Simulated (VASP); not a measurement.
Crystal: Tc.

```
Tc
1.0
     0.00000    1.95000    1.95000
     1.95000    0.00000    1.95000
     1.95000    1.95000    0.00000
Tc
1
Direct
  0.00000 0.00000 0.00000
```

```yaml
Program: VASP 6.6.1
Task: relaxation of cell and atoms
Functional: PBE
Potentials_or_basis: VASP PAW PBE potentials, release 64 (Tc_pv)
Cutoff: 600 eV
k_mesh: 12 × 12 × 12
Occupations: fermi-dirac, width 0.05 eV
Spin: no spin polarisation
```

At the start: pressure -6.8 GPa; volume 14.83 Å³/atom.

Problem. How do energy, volume and symmetry change on relaxing?

Solution. Over 8 steps the energy falls by 7.5 meV/atom and the volume is 14.48 Å³/atom (-2.4 %); space group Fm-3m (No. 225, to 0.05 Å).

The path:
```csv
step,energy change (eV),largest force (eV/Å),pressure (GPa),volume (Å³)
1,0.0000,0.0000,-6.81,14.83
2,0.0600,0.0000,24.05,13.52
3,-0.0075,0.0000,-0.15,14.49
4,-0.0075,0.0000,-0.12,14.48
5,-0.0075,0.0000,0.48,14.46
6,-0.0075,0.0000,0.16,14.47
7,-0.0075,0.0000,-0.36,14.50
8,-0.0075,0.0000,-0.01,14.48
```

Final structure:
```
CELL_PARAMETERS angstrom
0.00000 1.93452 1.93452
1.93452 0.00000 1.93452
1.93452 1.93452 0.00000
ATOMIC_POSITIONS crystal
Tc 0.00000 0.00000 0.00000
```
